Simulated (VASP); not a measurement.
Runs of VASP 6.6.1 on Eu. The structure is that of space group Im-3m (No. 229), or close to it. The cells are those of the table. 

```csv
task,cell,gap on the mesh (eV),pressure (GPa),moment (μB)
single point,"a = 3.886 Å, angles 109.5°, 1 atom",none,-2.2,7.37
electric field gradients,"a = 3.820 Å, angles 109.5°, 1 atom",none,(c),(b)
electric field gradients,"a = 3.950 Å, angles 109.5°, 1 atom",none,(a),7.40
electric field gradients,"a = 3.854 Å, angles 109.5°, 1 atom",none,-2.1,7.35
```

Alike in all rows: level PBEsol; potentials or basis VASP PAW PBE potentials, release 64 (Eu); spin collinear, ferromagnetic start; k mesh 10 × 10 × 10; cutoff (eV) 520; smearing fermi-dirac 0.05 eV.

Question: Estimate the missing entries.

Answer: (a) -2.7; (b) 7.33; (c) -1.9.

Caveats: the PAW data sets were made with another functional, which shifts forces and pressure a little; spin-orbit coupling is left out, which moves the levels of the heavy elements.

A k mesh can miss the band edges, and the runs leave out spin-orbit coupling on Eu.

A gap of «none» marks levels without a gap at the run's occupations.
